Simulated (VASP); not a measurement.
# Sn (Fd-3m) in VASP: further runs, part 2 of 2

VASP 6.6.1. The steps go on from the part before.

### 6 Single point, PBE0

This run uses another cell than the first one, of 35.48 Å³/atom.

File POSCAR:

```
Sn
1.0
    0.0000000000      3.2859023567      3.2859023567
    3.2859023567      0.0000000000      3.2859023567
    3.2859023567      3.2859023567      0.0000000000
Sn
2
Direct
    0.7500000000      0.7500000000      0.7500000000
    0.5000000000      0.5000000000      0.5000000000
```

File INCAR.step1:

```
  ALGO = Normal
  EDIFF = 1E-5
  ENCUT = 520
  GGA = PE
  ISIF = 2
  ISMEAR = -1
  LASPH = True
  LCHARG = False
  LREAL = False
  LWAVE = True
  NBANDS = 21
  NELM = 60
  PREC = Accurate
  SIGMA = 0.05
```

File INCAR.step2:

```
  AEXX = 0.25
  ALGO = Normal
  EDIFF = 1E-6
  ENCUT = 520
  GGA = PE
  ISIF = 2
  ISMEAR = -1
  ISTART = 1
  LASPH = True
  LCHARG = False
  LHFCALC = True
  LREAL = False
  LWAVE = False
  NBANDS = 21
  NELM = 60
  PREC = Accurate
  PRECFOCK = Normal
  SIGMA = 0.05
```

File KPOINTS:

```
k-points
0
Gamma
  4 4 4
```

Potentials or basis: VASP PAW PBE potentials, release 64 (Sn_d).

Launch:

```
$ cat potpaw_PBE.64/Sn_d/POTCAR > POTCAR
$ cp INCAR.step1 INCAR
$ mpirun -np 1 vasp_std > vasp.out
$ cp INCAR.step2 INCAR
$ mpirun -np 1 vasp_std > vasp.out
```

OUTCAR:

```text
AEXX = 0.25
   EDIFF = 1E-6
   ENCUT = 520
   GGA = PE
   ISIF = 2
   ISMEAR = -1
   ISTART = 1
   LASPH = True
   LHFCALC = True
   LREAL = False
   NELM = 60
   PREC = Accurate
   PRECFOCK = Normal

 ion  position               nearest neighbor table
   1  0.750  0.750  0.750-   2 2.85   2 2.85   2 2.85   2 2.85
   2  0.500  0.500  0.500-   1 2.85   1 2.85   1 2.85   1 2.85

  LATTYP: Found a face centered cubic cell.
 ALAT       =     6.5718047134

  Lattice vectors:

 A1 = (   0.0000000000,   3.2859023567,   3.2859023567)
 A2 = (   3.2859023567,   0.0000000000,   3.2859023567)
 A3 = (   3.2859023567,   3.2859023567,   0.0000000000)

Analysis of symmetry for initial positions (statically):
=====================================================================
 Subroutine PRICEL returns:
 Original cell was already a primitive cell.

 Routine SETGRP: Setting up the symmetry group for a
 face centered cubic supercell.

 Subroutine GETGRP returns: Found 48 space group operations
 (whereof 24 operations were pure point group operations)
 out of a pool of 48 trial point group operations.

The static configuration has the point symmetry T_d .
 The point group associated with its full space group is O_h .

Analysis of symmetry for dynamics (positions and initial velocities):
=====================================================================
 Subroutine PRICEL returns:
 Original cell was already a primitive cell.

 Routine SETGRP: Setting up the symmetry group for a
 face centered cubic supercell.

 Subroutine GETGRP returns: Found 48 space group operations
 (whereof 24 operations were pure point group operations)
 out of a pool of 48 trial point group operations.

The dynamic configuration has the point symmetry T_d .
 The point group associated with its full space group is O_h .

[... 102 lines left out ...]
  volume/ion in A,a.u.               =      35.48       239.42
  Fermi-wavevector in a.u.,A,eV,Ry     =   1.200778  2.269142 19.617815  1.441869
  Thomas-Fermi vector in A             =   2.336605
   LORBIT       =      0    0 simple, 1 ext, 2 COOP (PROOUT), +10 PAW based schemes
   GGA     = PE    functional components
   LHFCALC =     T    Hartree Fock is set to
   PRECFOCK=normal    Normal, Fast or Accurate (Low or Medium for compatibility)
   ENCUT4O =  -1.0   cutoff for four orbital integrals eV
   NKREDX  =     1    reduce k-point grid by
   NKREDY  =     1    reduce k-point grid by
   NKREDZ  =     1    reduce k-point grid by
   AEXX    =    0.2500 exact exchange contribution
   HFSCREEN=    0.0000 screening length (either q_TF or 0.3 A-1)
   HFSCREENC=   0.0000 screening length for correlation (either q_TF or 0.3 A-1)
   ENCUTFOCK=  -1.0 apply spherical cutoff to Coloumb kernel
   IVDW    =     0    specifies the selected vdW correction
   LEPSILON=     F    determine dielectric tensor
   LRPA    =     F    only Hartree local field effects (RPA)
 non-spin polarized calculation
  energy-cutoff  :      520.00
  volume of cell :       70.96
 maximum number of plane-waves:      1924
 NGX is ok and might be reduce to    36
  NGX = 28; NGY = 28; NGZ = 28

 number of electron      27.9999985 magnetization

 Free energy of the ion-electron system (eV)
  ---------------------------------------------------
  ext. energy  EPLUGINS =         0.00000000
  ---------------------------------------------------
  free energy    TOTEN  =        -9.88900220 eV

  energy without entropy =       -9.88601903  energy(sigma->0) =       -9.88751062

 E-fermi :   4.9699     XC(G=0):  -6.8903

 val. band max:        4.9374531592   @ k =   0.0000   0.0000   0.0000
 cond. band min:       5.7322786154   @ k =   0.5000   0.0000   0.0000
 fundamental gap:      0.7948254562
 Fermi energy:         4.9699052443

 k-point     1 :       0.0000    0.0000    0.0000
  band No.  band energies     occupation
      1     -19.1201      2.00000
      2     -19.1201      2.00000
      3     -19.1200      2.00000
      4     -19.0666      2.00000
      5     -19.0666      2.00000
      6     -18.7762      2.00000
[... 181 lines left out ...]
     20      15.1781      0.00000
     21      16.3794      0.00000

------------------------ aborting loop because EDIFF is reached ----------------------------------------

  FORCE on cell =-STRESS in cart. coord.  units (eV):
  Direction    XX          YY          ZZ          XY          YZ          ZX
  --------------------------------------------------------------------------------------
  -------------------------------------------------------------------------------------
  Total       -0.0540334     -0.0540334     -0.0540334     -0.0000000     -0.0000000     -0.0000000
  in kB       -1.2200534     -1.2200534     -1.2200534     -0.0000000     -0.0000000     -0.0000000
  external PRESSURE =      -1.2200534 kB  Pullay stress =       0.0000000 kB

 VOLUME and BASIS-vectors are now :
 -----------------------------------------------------------------------------
  energy-cutoff  :      520.00
  volume of cell :       70.96
      direct lattice vectors                 reciprocal lattice vectors
     0.000000000  3.285902357  3.285902357    -0.152165203  0.152165203  0.152165203
     3.285902357  0.000000000  3.285902357     0.152165203 -0.152165203  0.152165203
     3.285902357  3.285902357  0.000000000     0.152165203  0.152165203 -0.152165203

 POSITION                                       TOTAL-FORCE (eV/Angst)
 -----------------------------------------------------------------------------------
      4.92885      4.92885      4.92885        -0.000000     -0.000000     -0.000000
      3.28590      3.28590      3.28590         0.000000      0.000000      0.000000
 -----------------------------------------------------------------------------------
    total drift:                               -0.000004      0.000005     -0.000008

  FREE ENERGIE OF THE ION-ELECTRON SYSTEM (eV)
  ---------------------------------------------------
  free  energy   TOTEN  =        -9.8890022031 eV

  energy  without entropy=       -9.8860190283  energy(sigma->0) =       -9.88751062
```

OSZICAR.step1:

```text
N       E                     dE             d eps       ncg     rms          rms(c)
DAV:   1     0.226003446648E+03    0.22600E+03   -0.14753E+04   341   0.190E+03
DAV:   2     0.164383633817E+02   -0.20957E+03   -0.20548E+03   341   0.439E+02
DAV:   3    -0.681488069930E+01   -0.23253E+02   -0.23152E+02   381   0.139E+02
DAV:   4    -0.752926282165E+01   -0.71438E+00   -0.71414E+00   396   0.275E+01
DAV:   5    -0.755491202440E+01   -0.25649E-01   -0.25649E-01   464   0.502E+00    0.310E+00
DAV:   6    -0.751453134449E+01    0.40381E-01   -0.28454E-02   457   0.200E+00    0.181E+00
DAV:   7    -0.749629322875E+01    0.18238E-01   -0.46218E-02   361   0.211E+00    0.165E-01
DAV:   8    -0.749861753639E+01   -0.23243E-02   -0.55228E-03   386   0.778E-01    0.570E-02
DAV:   9    -0.749916155330E+01   -0.54402E-03   -0.61215E-04   382   0.133E-01    0.138E-02
DAV:  10    -0.749918154304E+01   -0.19990E-04   -0.35335E-05   337   0.530E-02    0.646E-03
DAV:  11    -0.749918696906E+01   -0.54260E-05   -0.10843E-05   279   0.211E-02
   1 F= -.74991870E+01 E0= -.74966500E+01  d E =-.507398E-02
```

Run time: 28 min. Hardware: 1 thread of AMD EPYC 7R43 (Zen 3), shared host; peak memory 0.19 GiB.

Results:

| Item | Value |
| --- | --- |
| Free energy | -9.8890 eV |
| Pressure | -0.1 GPa |
| Band gap on the k mesh | zero (filled and empty bands touch) |

Caveat: the k points lie up to 0.41 Å⁻¹ apart; the PAW data sets were made with another functional, which shifts forces and pressure a little; spin-orbit coupling is left out, which moves the levels of the heavy elements.

### 7 Overview

```csv
task,level,cell,k mesh,cutoff (eV),grid for exact exchange (PRECFOCK),share of exact exchange,screening parameter,gap on the mesh (eV),pressure (GPa),relaxed volume (Å³/atom)
relaxation of cell and atoms,PBE,"relaxed from a = 4.573 Å, angles 60.0°, 2 atoms",7 × 7 × 7,600,-,-,-,none,0.0,36.83
relaxation of cell and atoms,PBEsol,"relaxed from a = 4.573 Å, angles 60.0°, 2 atoms",7 × 7 × 7,600,-,-,-,none,0.0,34.96
relaxation of cell and atoms,PBE+D3(BJ),"relaxed from a = 4.573 Å, angles 60.0°, 2 atoms",7 × 7 × 7,600,-,-,-,none,0.0,35.49
single point,HSE06,"a = 4.573 Å, angles 60.0°, 2 atoms",4 × 4 × 4,520,Normal,0.25,0.2079 1/Å,none,2.4,-
single point,PBE0,"a = 4.647 Å, angles 60.0°, 2 atoms",4 × 4 × 4,520,Normal,0.25,-,none,-0.1,-
```

Alike in all rows: potentials or basis VASP PAW PBE potentials, release 64 (Sn_d); no spin polarisation; smearing fermi-dirac 0.05 eV.

Caveats: some runs use coarse meshes; spin-orbit coupling is left out, which moves the levels of the heavy elements; the PAW data sets were made with another functional, which shifts forces and pressure a little (at least some runs).

Absolute energies hang on the potentials; compare differences alone.
